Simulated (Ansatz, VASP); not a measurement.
## InSb in VASP and in Ansatz

```
In Sb
1.0
     0.00000    3.56721    2.76767
     2.89067    0.00000    2.76767
     2.89067    3.56721    0.00000
In Sb
1 1
Direct
  0.00000 0.00000 0.00000
  0.50000 0.50000 0.50000
```

Change from the starting cell: strain +e along x and -e along y -0.1100, strain +e along z and -e/2 along x and y -0.1000.

Alike in both runs: task single point; functional PBE; k mesh 12 × 12 × 12; occupations gaussian, width 0.15 eV; no spin polarisation.

|  | VASP | Ansatz |
| --- | --- | --- |
| version | VASP 6.6.1 | Ansatz 0.2.0 |
| potentials or method | VASP PAW PBE potentials, release 64 (In_d, Sb), cutoff 520 eV | scalar-relativistic, plane waves, PAW |
| valence electrons in the cell | 18 | 28 |

Ansatz gave:

```
gap on the k mesh at the Fermi level (eV)                     : none
pressure (GPa)                                                : 6.5
traceless stress, the component that is largest in VASP (GPa) : -10.89
```

Question: Estimate VASP's values.

Answer: gap on the k mesh at the Fermi level (eV): none; pressure (GPa): 6.5; traceless stress, the component that is largest in VASP (GPa): -10.85.

A gap of «none» marks a metal or a gap that the smearing closes. VASP's potentials hold 18 valence electrons a cell and Ansatz's 28, so a difference there can come from the potentials and not from the codes.

Neither program's run includes spin-orbit coupling.
